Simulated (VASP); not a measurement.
Runs of VASP 6.6.1 on SnO2. The structure is that of space group P4_2/mnm (No. 136), or close to it. The cells are those of the table. 

| task | cell | cutoff (eV) | gap on the mesh (eV) | pressure (GPa) | largest force (eV/Å) |
| --- | --- | --- | --- | --- | --- |
| relaxation of cell and atoms | relaxed to 20 GPa from a = 4.738, b = 4.738, c = 3.187 Å, 6 atoms | 600 | 1.63 | 20.0 | - |
| relaxation of cell and atoms | relaxed to 10 GPa from a = 4.738, b = 4.738, c = 3.187 Å, 6 atoms | 600 | (b) | 10.0 | 0.01 |
| relaxation of cell and atoms | relaxed from a = 4.738, b = 4.738, c = 3.187 Å, 6 atoms | 600 | 0.64 | -0.1 | - |
| single point | a = 4.647, b = 4.647, c = 3.184 Å, 6 atoms | 520 | 1.66 | 20.8 | 0.01 |
| relaxation of cell and atoms | relaxed to 40 GPa from a = 4.738, b = 4.738, c = 3.187 Å, 6 atoms | 600 | (a) | 40.0 | - |

Alike in all rows: level PBE; potentials or basis VASP PAW PBE potentials, release 64 (Sn_d, O); no spin polarisation; k mesh 4 × 4 × 6; smearing fermi-dirac 0.05 eV.

Question: Estimate the missing entries.

Answer: (a) 2.44; (b) 1.17.

Caveats: spin-orbit coupling is left out, which moves the levels of the heavy elements; the cell is relaxed towards a set pressure, so the run minimises the enthalpy, not the energy (at least some runs); the cell stands under pressure (at least some runs).

A k mesh can miss the band edges, and the runs leave out spin-orbit coupling on Sn.
